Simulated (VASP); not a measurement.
Crystal: GaN.

```
Ga N
1.0
     0.00000    2.17711    2.17711
     2.17711    0.00000    2.17711
     2.17711    2.17711    0.00000
Ga N
1 1
Direct
  0.00000 0.00000 0.00000
  0.50000 0.50000 0.50000
```

This cell differs from its parent crystal: volume scaled by 1.06.

Base run:

- Program: VASP 6.6.1
- Functional: PBEsol
- Potentials or basis: VASP PAW PBE potentials, release 64 (Ga_d, N)
- Cutoff: 520 eV
- k mesh: 11 × 11 × 11
- Occupations: fermi-dirac, width 0.05 eV
- Spin: no spin polarisation

Its results: band gap on the k mesh 0.13 eV, indirect (least direct gap 1.69 eV); pressure -17.0 GPa.

Q: The run is repeated on the same cell with these changes: functional from PBEsol to PBE. What comes out?

A: Band gap on the k mesh 0.20 eV, indirect (least direct gap 1.69 eV); pressure -10.1 GPa.

PBE binds less tightly than PBEsol, so the same cell stands under more pressure.

Caveats: the PAW data sets were made with another functional, which shifts forces and pressure a little (some runs).

A k mesh can miss the band edges.
